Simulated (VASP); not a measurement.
Wanted: the native input for a VASP 6.6.1 run.

| Item | Value |
| --- | --- |
| Task | single point |
| Functional | PBE |
| Potentials or basis | VASP PAW PBE potentials, release 64 (As) |
| Cutoff | 520 eV |
| k mesh | 6 × 6 × 6 |
| Occupations | gaussian, width 0.1 eV |
| Spin | no spin polarisation |
| Dipole correction | no |
| Further INCAR settings | ALGO = Normal; EDIFF = 1e-06; NBANDS = 12 |

The structure of As lies in POSCAR:

```
As
1.0
    1.4258663913     -4.1513022593      0.0000000000
    1.4258663913      4.1513022593      0.0000000000
   -0.1210903888      0.0000000000      3.4331419179
As
2
Direct
    0.8690000000      0.1310000000      0.2500000000
    0.1310000000      0.8690000000      0.7500000000
```

These files were run (other wordings do the same):

INCAR

```
ALGO = Normal
EDIFF = 1E-6
ENCUT = 520
GGA = PE
ISIF = 2
ISMEAR = 0
LASPH = True
LCHARG = False
LREAL = False
LWAVE = False
NBANDS = 12
NELM = 100
PREC = Accurate
SIGMA = 0.1
```

KPOINTS

```
k-points
0
Gamma
  6 6 6
```

Potentials or basis: VASP PAW PBE potentials, release 64 (As).

Command:

```bash
$ cat potpaw_PBE.64/As/POTCAR > POTCAR
$ mpirun -np 1 vasp_std > vasp.out
```

Results of the run:

```json
{
  "Pressure": "-0.5 GPa",
  "Largest force": "0.808 eV/Å",
  "Band gap on the k mesh": "zero (band 5 reaches 10.46 eV, above the bottom of band 6 at 3.58 eV)"
}
```

Caveat: the k points lie up to 0.39 Å⁻¹ apart.

Wall time 23 s on 1 thread of Intel(R) Xeon(R) Platinum 8124M CPU @ 3.00GHz (Skylake/Cascade Lake), on a shared host, peak memory 0.19 GiB.
